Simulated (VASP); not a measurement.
## P: single point with LDA

System: P, a slab with vacuum.

```
CELL_PARAMETERS angstrom
3.28373 0.00000 0.00000
0.00000 34.85703 0.00000
0.00000 0.00000 4.63208
ATOMIC_POSITIONS crystal
P 0.03411 0.97026 0.57061
P 0.00000 0.02974 0.40785
P 0.50000 0.02974 0.09215
P 0.50000 0.97026 0.90785
```

This cell differs from its parent crystal: atom 1 (P) moved -0.150 Å towards its neighbour atom 4 (P) at 2.199 Å.

| Item | Value |
| --- | --- |
| Program | VASP 6.6.1 |
| Task | single point |
| Functional | LDA |
| Potentials or basis | VASP PAW LDA potentials, release 64 (P) |
| Cutoff | 520 eV |
| k mesh | 8 × 1 × 6 |
| Occupations | gaussian, width 0.05 eV |
| Spin | no spin polarisation |
| Dipole correction | no |
| Further INCAR settings | ALGO = Normal; EDIFF = 1e-07; NBANDS = 18 |

* Largest force: 1.337 eV/Å
* Band gap on the k mesh: 0.98 eV (least direct gap 1.02 eV)

Forces on the atoms (eV/Å):
```
P   -0.973 -0.039  0.916
P    0.119  0.029  0.038
P    0.089  0.036 -0.316
P    0.766 -0.026 -0.639
```

Levels at points of the mesh, in eV from the valence-band top:
```tsv
k point	band 6	band 7	band 8	band 9	band 10	band 11	band 12	band 13	band 14	band 15
(0.00, 0.00, 0.00)	-4.53	-3.21	-1.74	-1.32	0.00	1.02	1.62	2.65	3.44	4.52
(0.50, 0.00, 0.00)	-4.92	-2.83	-2.58	-1.99	-1.81	0.98	1.29	1.93	2.26	3.72
(0.00, 0.00, 0.50)	-2.76	-2.63	-2.08	-1.36	-1.17	2.04	2.15	3.59	3.65	3.79
(0.50, 0.00, 0.50)	-4.89	-4.56	-4.49	-1.10	-0.97	2.30	2.72	3.45	3.78	5.00
```

Wall time 3.4 min on 1 thread of AMD EPYC 9R45 96-Core Processor (Zen 5), with other jobs on the host, peak memory 0.46 GiB.

Caveat: the cell differs from its parent crystal (atom 1 (P) moved -0.150 Å towards its neighbour atom 4 (P) at 2.199 Å); there is no dipole correction, which matters where the two faces differ.
